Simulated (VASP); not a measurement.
# TiN (Osbornite) (Fm-3m) in VASP: further runs

Runs on TiN (Osbornite). Level: LDA. Tasks: single point.

Program: VASP 6.6.1. These are calculated values, not measurements. Logs are shortened: lines on timing, memory, paths and dates and some standing lists are left out, and cuts for length are marked.

### 1 The cell of the first run

Symmetry: Fm-3m, No. 225, cubic system. Conventional cell: a = 4.122 Å, b = 4.122 Å, c = 4.122 Å, α = 90.00°, β = 90.00°, γ = 90.00°. Within 2.7 Å of Ti (site symmetry m-3m) lie 6 N at 2.06 Å. N (site symmetry m-3m) has 6 Ti at 2.06 Å within 2.7 Å.

### 2 Single point, LDA

INCAR reads:

```
PREC     = Accurate       # precision mode
ENCUT    = 520            # plane-wave cutoff, eV
EDIFF    = 1E-7           # SCF threshold, eV
ISMEAR   = -1             # smearing method
SIGMA    = 0.15           # smearing width, eV
LREAL    = False          # projectors in reciprocal space
LASPH    = True           # aspherical terms in the spheres
NELM     = 80             # most SCF steps
ALGO     = Normal         # electronic algorithm
ISIF     = 2              # what is computed and relaxed
LWAVE    = False          # write WAVECAR
LCHARG   = False          # write CHGCAR
NBANDS   = 16             # bands
```

KPOINTS reads:

```
Automatic mesh
0
Gamma
  9 9 9
```

POSCAR reads:

```
TiN
1.0
    0.0000000000      2.0609157228      2.0609157228
    2.0609157228      0.0000000000      2.0609157228
    2.0609157228      2.0609157228      0.0000000000
Ti N
1 1
Direct
    0.0000000000      0.0000000000      0.0000000000
    0.5000000000      0.5000000000      0.5000000000
```

Potentials or basis: VASP PAW LDA potentials, release 64 (Ti_sv, N).

Started as:

```sh
$ cat potpaw_LDA.64/Ti_sv/POTCAR potpaw_LDA.64/N/POTCAR > POTCAR
$ mpirun -np 1 vasp_std > vasp.out
```

OUTCAR:

```text
PREC = Accurate
   ENCUT = 520
   EDIFF = 1E-7
   ISMEAR = -1
   LREAL = False
   LASPH = True
   NELM = 80
   ISIF = 2

 ion  position               nearest neighbor table
   1  0.000  0.000  0.000-   2 2.06   2 2.06   2 2.06   2 2.06   2 2.06   2 2.06
   2  0.500  0.500  0.500-   1 2.06   1 2.06   1 2.06   1 2.06   1 2.06   1 2.06

  LATTYP: Found a face centered cubic cell.
 ALAT       =     4.1218314456

  Lattice vectors:

 A1 = (   0.0000000000,   2.0609157228,   2.0609157228)
 A2 = (   2.0609157228,   0.0000000000,   2.0609157228)
 A3 = (   2.0609157228,   2.0609157228,   0.0000000000)

Analysis of symmetry for initial positions (statically):
=====================================================================
 Subroutine PRICEL returns:
 Original cell was already a primitive cell.

 Routine SETGRP: Setting up the symmetry group for a
 face centered cubic supercell.

 Subroutine GETGRP returns: Found 48 space group operations
 (whereof 48 operations were pure point group operations)
 out of a pool of 48 trial point group operations.

The static configuration has the point symmetry O_h .

Analysis of symmetry for dynamics (positions and initial velocities):
=====================================================================
 Subroutine PRICEL returns:
 Original cell was already a primitive cell.

 Routine SETGRP: Setting up the symmetry group for a
 face centered cubic supercell.

 Subroutine GETGRP returns: Found 48 space group operations
 (whereof 48 operations were pure point group operations)
 out of a pool of 48 trial point group operations.

The dynamic configuration has the point symmetry O_h .

 Subroutine INISYM returns: Found 48 space group operations
 (whereof 48 operations are pure point group operations),
 and found     1 'primitive' translations

----------------------------------------------------------------------------------------

                                     Primitive cell

  volume of cell :      17.5070

  direct lattice vectors                    reciprocal lattice vectors
     0.000000000  2.060915723  2.060915723    -0.242610600  0.242610600  0.242610600
     2.060915723  0.000000000  2.060915723     0.242610600 -0.242610600  0.242610600
     2.060915723  2.060915723  0.000000000     0.242610600  0.242610600 -0.242610600

  length of vectors
     2.914574966  2.914574966  2.914574966     0.420213886  0.420213886  0.420213886

  position of ions in fractional coordinates (direct lattice)
     0.000000000  0.000000000  0.000000000
     0.500000000  0.500000000  0.500000000

  ion indices of the primitive-cell ions
   primitive index   ion index
                 1           1
                 2           2

----------------------------------------------------------------------------------------

 KPOINTS: Automatic mesh

Automatic generation of k-mesh.
 Grid dimensions read from file:
 generate k-points for:    9    9    9

 Generating k-lattice:

  Cartesian coordinates                     Fractional coordinates (reciprocal lattice)
    -0.026956733  0.026956733  0.026956733     0.111111111  0.000000000  0.000000000
     0.026956733 -0.026956733  0.026956733     0.000000000  0.111111111  0.000000000
     0.026956733  0.026956733 -0.026956733     0.000000000  0.000000000  0.111111111

  Length of vectors
     0.046690432  0.046690432  0.046690432

  Shift w.r.t. Gamma in fractional coordinates (k-lattice)
     0.000000000  0.000000000  0.000000000

 Subroutine IBZKPT returns following result:
 ===========================================

 Found     35 irreducible k-points:

 Following reciprocal coordinates:
            Coordinates               Weight
  0.000000  0.000000  0.000000      1.000000
  0.111111  0.000000  0.000000      8.000000
  0.222222  0.000000  0.000000      8.000000
  0.333333  0.000000  0.000000      8.000000
  0.444444  0.000000  0.000000      8.000000
  0.111111  0.111111  0.000000      6.000000
[... 16 lines left out ...]
 -0.333333  0.333333  0.000000     12.000000
  0.444444  0.444444  0.000000      6.000000
 [... further k-points ...]
   k-points           NKPTS =     35   k-points in BZ     NKDIM =     35   number of bands    NBANDS=     16
   number of dos      NEDOS =    301   number of ions     NIONS =      2
   total plane-waves  NPLWV =  13824
   dimension x,y,z NGX =    24 NGY =   24 NGZ =   24
   dimension x,y,z NGXF=    48 NGYF=   48 NGZF=   48
   ions per type =               1   1
   NGX,Y,Z   is equivalent  to a cutoff of  13.69, 13.69, 13.69 a.u.
   NGXF,Y,Z  is equivalent  to a cutoff of  27.38, 27.38, 27.38 a.u.
 SYSTEM =  unknown system
   PREC   = accura    normal or accurate (medium, high low for compatibility)
   ISTART =      0    job   : 0-new  1-cont  2-samecut
   ICHARG =      2    charge: 1-file 2-atom 10-const
   ISPIN  =      1    spin polarized calculation?
   LNONCOLLINEAR =      F non collinear calculations
   LSORBIT =      F    spin-orbit coupling
   LASPH  =      T    aspherical Exc in radial PAW
   ENCUT  =  520.0 eV  38.22 Ry    6.18 a.u.   5.42  5.42  5.42*2*pi/ulx,y,z
   NELM   =     80;   NELMIN=  2; NELMDL= -5     # of ELM steps
   EDIFF  = 0.1E-06   stopping-criterion for ELM
   LREAL  =      F    real-space projection
   EDIFFG = 0.1E-05   stopping-criterion for IOM
   NSW    =      0    number of steps for IOM
   IBRION =     -1    ionic relax: 0-MD 1-quasi-New 2-CG
   NFREE  =      0    steps in history (QN), initial steepest desc. (CG)
   ISIF   =      2    stress and relaxation
   ISYM   =      2    0-nonsym 1-usesym 2-fastsym
   POTIM  = 0.5000    time-step for ionic-motion
   TEBEG  =    0.0;   TEEND  =   0.0 temperature during run
   PSTRESS=    0.0 pullay stress
   NELECT =      17.0000    total number of electrons
   NUPDOWN=      -1.0000    fix difference up-down
   EMIN   =  10.00;   EMAX   =-10.00  energy-range for DOS
   EFERMI =   0.00;   METHOD = LEGACY
   ISMEAR =    -1;   SIGMA  =   0.15  broadening in eV -4-tet -1-fermi 0-gaus
   EFERMI_NEDOS =   21; number of points for ismear=-14 and -15
   IALGO  =     38    algorithm
   IMIX   =      4    mixing-type and parameters
     AMIX     =   0.40;   BMIX     =  1.00
     AMIX_MAG =   1.60;   BMIX_MAG =  1.00
  volume/ion in A,a.u.               =       8.75        59.07
  Fermi-wavevector in a.u.,A,eV,Ry     =   1.621141  3.063513 35.757465  2.628100
  Thomas-Fermi vector in A             =   2.714966
   LORBIT       =      0    0 simple, 1 ext, 2 COOP (PROOUT), +10 PAW based schemes
   GGA     = CA    functional components
   LHFCALC =     F    Hartree Fock is set to
   AEXX    =    0.0000 exact exchange contribution
   IVDW    =     0    specifies the selected vdW correction
   LEPSILON=     F    determine dielectric tensor
   LRPA    =     F    only Hartree local field effects (RPA)
 non-spin polarized calculation
  energy-cutoff  :      520.00
  volume of cell :       17.51
 maximum number of plane-waves:       495
 NGX is ok and might be reduce to    24
   NGX = 11   NGY = 11   NGZ = 11

 number of electron      17.0000002 magnetization

 Free energy of the ion-electron system (eV)
  ---------------------------------------------------
  ext. energy  EPLUGINS =         0.00000000
  ---------------------------------------------------
  free energy    TOTEN  =       -21.67422479 eV

  energy without entropy =      -21.62240582  energy(sigma->0) =      -21.64831530

 E-fermi :  12.3318     XC(G=0): -13.8483

 val. band max:       12.2704676862   @ k =   0.1111   0.0000   0.0000
 cond. band min:      12.3831111298   @ k =   0.4444   0.2222   0.1111
 fundamental gap:      0.1126434436
 Fermi energy:        12.3318394997

 k-point     1 :       0.0000    0.0000    0.0000
  band No.  band energies     occupation
      1     -44.6458      2.00000
      2     -20.9246      2.00000
      3     -20.9246      2.00000
      4     -20.9246      2.00000
      5      -4.9637      2.00000
      6      10.2812      2.00000
[... 8 lines left out ...]
     15      25.8200      0.00000
     16      33.3895      0.00000

 k-point     2 :       0.1111    0.0000    0.0000
  band No.  band energies     occupation
      1     -44.6285      2.00000
      2     -21.0383      2.00000
      3     -20.9334      2.00000
      4     -20.9334      2.00000
      5      -4.6837      2.00000
      6       9.0401      2.00000
[... 8 lines left out ...]
     15      26.0826      0.00000
     16      32.9826      0.00000

 k-point     3 :       0.2222    0.0000    0.0000
  band No.  band energies     occupation
      1     -44.5842      2.00000
      2     -21.3172      2.00000
      3     -20.9555      2.00000
      4     -20.9555      2.00000
      5      -3.9313      2.00000
      6       7.0459      2.00000
[... 8 lines left out ...]
     15      26.1056      0.00000
     16      31.4789      0.00000

 k-point     4 :       0.3333    0.0000    0.0000
  band No.  band energies     occupation
      1     -44.5333      2.00000
      2     -21.6210      2.00000
      3     -20.9804      2.00000
      4     -20.9804      2.00000
      5      -2.9488      2.00000
      6       5.1857      2.00000
[... 8 lines left out ...]
     15      26.3072      0.00000
     16      29.3757      0.00000

 k-point     5 :       0.4444    0.0000    0.0000
  band No.  band energies     occupation
      1     -44.4998      2.00000
      2     -21.8124      2.00000
      3     -20.9965      2.00000
      4     -20.9965      2.00000
      5      -2.1588      2.00000
      6       3.9619      2.00000
[... 8 lines left out ...]
     15      27.1467      0.00000
     16      27.8836      0.00000

 k-point     6 :       0.1111    0.1111    0.0000
  band No.  band energies     occupation
      1     -44.6227      2.00000
      2     -21.0307      2.00000
      3     -20.9583      2.00000
      4     -20.9583      2.00000
      5      -4.6074      2.00000
      6       8.2562      2.00000
[... 8 lines left out ...]
     15      26.2464      0.00000
     16      32.4210      0.00000

 k-point     7 :       0.2222    0.1111    0.0000
  band No.  band energies     occupation
      1     -44.5874      2.00000
      2     -21.2355      2.00000
      3     -20.9928      2.00000
      4     -20.9746      2.00000
      5      -4.0643      2.00000
      6       6.9226      2.00000
[... 8 lines left out ...]
     15      26.4140      0.00000
     16      31.3517      0.00000

 k-point     8 :       0.3333    0.1111    0.0000
  band No.  band energies     occupation
      1     -44.5388      2.00000
      2     -21.5173      2.00000
      3     -21.0206      2.00000
      4     -21.0044      2.00000
      5      -3.2416      2.00000
      6       5.6033      2.00000
[... 8 lines left out ...]
     15      26.1778      0.00000
     16      29.7046      0.00000

 k-point     9 :       0.4444    0.1111    0.0000
  band No.  band energies     occupation
      1     -44.4994      2.00000
      2     -21.7337      2.00000
      3     -21.0440      2.00000
      4     -21.0289      2.00000
      5      -2.4629      2.00000
      6       4.4827      2.00000
[... 8 lines left out ...]
     15      26.6775      0.00000
     16      28.0462      0.00000
[... 172 lines left out ...]
 k-point    19 :      -0.2222    0.2222    0.0000
  band No.  band energies     occupation
      1     -44.5149      2.00000
      2     -21.5332      2.00000
      3     -21.1945      2.00000
      4     -20.9773      2.00000
      5      -2.9218      2.00000
      6       5.2747      2.00000
[... 8 lines left out ...]
     15      25.3663      0.00000
     16      28.1712      0.00000

 k-point    20 :       0.3333    0.3333    0.0000
  band No.  band energies     occupation
      1     -44.4968      2.00000
      2     -21.5188      2.00000
      3     -21.1400      2.00000
      4     -21.1400      2.00000
      5      -3.4441      2.00000
      6       5.6851      2.00000
[... 8 lines left out ...]
     15      27.4553      0.00000
     16      27.6097      0.00000

 k-point    21 :       0.4444    0.3333    0.0000
  band No.  band energies     occupation
      1     -44.4688      2.00000
      2     -21.6028      2.00000
      3     -21.2103      2.00000
      4     -21.1636      2.00000
      5      -3.3101      2.00000
      6       5.9107      2.00000
[... 8 lines left out ...]
     15      26.1521      0.00000
     16      27.2493      0.00000

 k-point    22 :      -0.4444    0.3333    0.0000
  band No.  band energies     occupation
      1     -44.4537      2.00000
      2     -21.5940      2.00000
      3     -21.3454      2.00000
      4     -21.1439      2.00000
      5      -3.0329      2.00000
      6       6.0997      2.00000
[... 8 lines left out ...]
     15      25.7716      0.00000
     16      26.3287      0.00000

 k-point    23 :      -0.3333    0.3333    0.0000
  band No.  band energies     occupation
      1     -44.4585      2.00000
      2     -21.5172      2.00000
      3     -21.4585      2.00000
      4     -21.0897      2.00000
      5      -2.7119      2.00000
      6       5.4753      2.00000
[... 8 lines left out ...]
     15      24.6634      0.00000
     16      26.8555      0.00000

 k-point    24 :       0.4444    0.4444    0.0000
  band No.  band energies     occupation
      1     -44.4529      2.00000
      2     -21.6591      2.00000
      3     -21.2028      2.00000
      4     -21.2028      2.00000
      5      -3.4986      2.00000
      6       6.2956      2.00000
[... 8 lines left out ...]
     15      25.3399      0.00000
     16      27.8833      0.00000

 [... further k-points ...]
[... 5 lines left out ...]
  --------------------------------------------------------------------------------------
  -------------------------------------------------------------------------------------
  Total        1.5112245      1.5112245      1.5112245      0.0000000     -0.0000000     -0.0000000
  in kB      138.3021309    138.3021309    138.3021309      0.0000000     -0.0000000     -0.0000000
  external PRESSURE =     138.3021309 kB  Pullay stress =       0.0000000 kB

 VOLUME and BASIS-vectors are now :
 -----------------------------------------------------------------------------
  energy-cutoff  :      520.00
  volume of cell :       17.51
      direct lattice vectors                 reciprocal lattice vectors
     0.000000000  2.060915723  2.060915723    -0.242610600  0.242610600  0.242610600
     2.060915723  0.000000000  2.060915723     0.242610600 -0.242610600  0.242610600
     2.060915723  2.060915723  0.000000000     0.242610600  0.242610600 -0.242610600

 POSITION                                       TOTAL-FORCE (eV/Angst)
 -----------------------------------------------------------------------------------
      0.00000      0.00000      0.00000        -0.000000      0.000000     -0.000000
      2.06092      2.06092      2.06092         0.000000      0.000000      0.000000
 -----------------------------------------------------------------------------------
    total drift:                                0.000000     -0.000000     -0.000000

  FREE ENERGIE OF THE ION-ELECTRON SYSTEM (eV)
  ---------------------------------------------------
  free  energy   TOTEN  =       -21.6742247863 eV

  energy  without entropy=      -21.6224058207  energy(sigma->0) =      -21.64831530
```

Run time: 11 s. Hardware: 1 thread of Intel Xeon Platinum 8375C at 2.90GHz (Ice Lake), shared host; peak memory 0.13 GiB.

What came out:

```yaml
Free_energy: -21.6742 eV
Pressure: 13.8 GPa
```

### 3 Single point, LDA

This run uses another cell than the first one, of 9.01 Å³/atom, 1.029 times its volume.

INCAR reads:

```
SYSTEM = TiN
PREC = Accurate ; ENCUT = 520
EDIFF = 1E-6 ; ISMEAR = -1
SIGMA = 0.15 ; LREAL = .FALSE.
LASPH = .TRUE. ; NELM = 80
ALGO = Normal ; ISIF = 2
LWAVE = .FALSE. ; LCHARG = .FALSE.
GGA = CA ; NBANDS = 16
```

KPOINTS reads:

```
regular mesh
0
G
  9 9 9
  0 0 0
```

POSCAR reads:

```
TiN
1.0
    0.0000000000      2.0806386027      2.0806386027
    2.0806386027      0.0000000000      2.0806386027
    2.0806386027      2.0806386027      0.0000000000
Ti N
1 1
Direct
    0.0000000000      0.0000000000      0.0000000000
    0.5000000000      0.5000000000      0.5000000000
```

Potentials or basis: VASP PAW LDA potentials, release 64 (Ti_sv, N).

Started as:

```sh
$ cat potpaw_LDA.64/Ti_sv/POTCAR potpaw_LDA.64/N/POTCAR > POTCAR
$ mpirun -np 1 vasp_std > vasp.out
```

Run time: 11 s. Hardware: 1 thread of Intel Xeon Platinum 8375C at 2.90GHz (Ice Lake), shared host; peak memory 0.13 GiB.

It converged, with:

- Free energy: -21.7022 eV
- Pressure: 3.7 GPa

Levels at points of the mesh, in eV from the Fermi level:
```
           k point  band 6  band 7  band 8  band 9  band 10  band 11  band 12  band 13
(0.00, 0.00, 0.00)   -2.02   -2.02   -2.02   -0.65    -0.65    -0.65     0.66     0.66
```

### 4 Single point, LDA

This run uses another cell than the first one, of 9.26 Å³/atom, 1.058 times its volume.

INCAR reads:

```
SYSTEM = TiN
  PREC = Accurate
  ENCUT = 520
  EDIFF = 1E-6
  ISMEAR = -1
  SIGMA = 0.15
  LREAL = .False.
  LASPH = .True.
  NELM = 60
  ALGO = Normal
  ISIF = 2
  LWAVE = .False.
  LCHARG = .True.
  GGA = CA
  LELF = .True.
  LVHAR = .True.
  NBANDS = 16
```

KPOINTS reads:

```
Automatic mesh
0
Gamma
  9 9 9
  0 0 0
```

POSCAR reads:

```
TiN
1.0
    0.0000000000      2.0999944919      2.0999944919
    2.0999944919      0.0000000000      2.0999944919
    2.0999944919      2.0999944919      0.0000000000
Ti N
1 1
Direct
    0.0000000000      0.0000000000      0.0000000000
    0.5000000000      0.5000000000      0.5000000000
```

Started as:

```sh
$ cat potpaw_LDA.64/Ti_sv/POTCAR potpaw_LDA.64/N/POTCAR > POTCAR
$ mpirun -np 1 vasp_std > vasp.out
```

It took 11 s on 1 thread of Intel Xeon Platinum 8375C at 2.90GHz (Ice Lake), shared host; peak memory 0.13 GiB.

Results (log left out):

| Quantity | Value |
| --- | --- |
| Free energy | -21.7005 eV |
| Pressure | -5.0 GPa |

Levels at points of the mesh, in eV from the Fermi level:
```csv
k point,band 5,band 6,band 7,band 8,band 9,band 10,band 11,band 12,band 13,band 14
"(0.00, 0.00, 0.00)",-16.96,-1.99,-1.99,-1.99,-0.62,-0.62,-0.62,0.63,0.63,5.95
```

### 5 Single point, LDA

This run uses another cell than the first one, of 9.51 Å³/atom, 1.087 times its volume.

INCAR reads:

```
SYSTEM = TiN
PREC     = Accurate       ! precision mode
ENCUT    = 520            ! plane-wave cutoff, eV
EDIFF    = 1E-7           ! SCF threshold, eV
ISMEAR   = -1             ! smearing method
SIGMA    = 0.15           ! smearing width, eV
LREAL    = .False.        ! projectors in reciprocal space
LASPH    = .True.         ! aspherical terms in the spheres
NELM     = 80             ! most SCF steps
ALGO     = Normal         ! electronic algorithm
ISIF     = 2              ! what is computed and relaxed
LWAVE    = .False.        ! write WAVECAR
LCHARG   = .False.        ! write CHGCAR
NBANDS   = 16             ! bands
```

KPOINTS reads:

```
regular mesh
0
Gamma
  9 9 9
  0 0 0
```

POSCAR reads:

```
TiN
1.0
    0.0000000000      2.1190000000      2.1190000000
    2.1190000000      0.0000000000      2.1190000000
    2.1190000000      2.1190000000      0.0000000000
Ti N
1 1
Direct
    0.0000000000      0.0000000000      0.0000000000
    0.5000000000      0.5000000000      0.5000000000
```

Started as:

```sh
$ cat potpaw_LDA.64/Ti_sv/POTCAR potpaw_LDA.64/N/POTCAR > POTCAR
$ mpirun -np 1 vasp_std > vasp.out
```

It took 12 s on 1 thread of Intel Xeon Platinum 8375C at 2.90GHz (Ice Lake), shared host; peak memory 0.13 GiB.

Results (log left out):

```
Free energy : -21.6732 eV
Pressure    : -12.5 GPa
```

Levels at points of the mesh, in eV from the Fermi level:
```csv
k point,band 7,band 8,band 9,band 10,band 11,band 12
"(0.00, 0.00, 0.00)",-1.95,-1.95,-0.60,-0.60,-0.60,0.60
```

### 6 The runs side by side

| cell | gap on the mesh (eV) | pressure (GPa) |
| --- | --- | --- |
| a = 2.915 Å, angles 60.0°, 2 atoms | none | 13.8 |
| a = 2.942 Å, angles 60.0°, 2 atoms | none | 3.7 |
| a = 2.970 Å, angles 60.0°, 2 atoms | none | -5.0 |
| a = 2.997 Å, angles 60.0°, 2 atoms | none | -12.5 |

Alike in all rows: task single point; level LDA; potentials or basis VASP PAW LDA potentials, release 64 (Ti_sv, N); no spin polarisation; k mesh 9 × 9 × 9; cutoff (eV) 520; smearing fermi-dirac 0.15 eV.

Total energies depend on the potentials used, so only differences within one code and one set of settings carry meaning.
